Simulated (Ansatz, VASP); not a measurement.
## Two plane-wave programs on Be

```
CELL_PARAMETERS angstrom
0.00000 1.61467 1.61467
1.61467 0.00000 1.61467
1.61467 1.61467 0.00000
ATOMIC_POSITIONS crystal
Be 0.00000 0.00000 0.00000
```

Alike in both runs: task single point; functional RPBE; k mesh 19 × 19 × 19; occupations fermi-dirac, width 0.1 eV; no spin polarisation.

|  | VASP | Ansatz |
| --- | --- | --- |
| version | VASP 6.6.1 | Ansatz 0.2.0 |
| potentials or method | VASP PAW PBE potentials, release 64 (Be), cutoff 520 eV | plane waves (420 eV) with PAW, scalar-relativistic |
| valence electrons in the cell | 2 | 2 |

VASP gave:

- pressure (GPa): -4.2

What did Ansatz give for the same quantities?

Pressure (GPa): -4.3.

VASP's potentials were made for PBE, not for RPBE. The functional is the same, so the differences come from potentials, cutoffs and numerics.
